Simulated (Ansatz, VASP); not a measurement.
## One calculation of Sb, two programs

```
CELL_PARAMETERS angstrom
-1.87134 1.87134 1.87134
1.87134 -1.87134 1.87134
1.87134 1.87134 -1.87134
ATOMIC_POSITIONS crystal
Sb 0.00000 0.00000 0.00000
```

Alike in both runs: functional HSE06; k mesh 8 × 8 × 8; occupations fermi-dirac, width 0.05 eV; no spin polarisation.

|  | VASP | Ansatz |
| --- | --- | --- |
| version | VASP 6.6.1 | Ansatz 0.2.0 |
| potentials or method | VASP PAW PBE potentials, release 64 (Sb) | Ansatz PAW |
| plane-wave cutoff (eV) | 520 | 420 |
| valence electrons in the cell | 5 | 15 |
| task | single point | band structure |

```csv
,VASP,Ansatz,Ansatz less VASP
gap on the k mesh at the Fermi level (eV),none,none,-
pressure (GPa),-1.5,-0.3,+1.14
```

A gap of «none» marks a metal or a gap that the smearing closes. VASP's potentials hold 5 valence electrons a cell and Ansatz's 15, so a difference there can come from the potentials and not from the codes.

Spin-orbit coupling is off throughout.
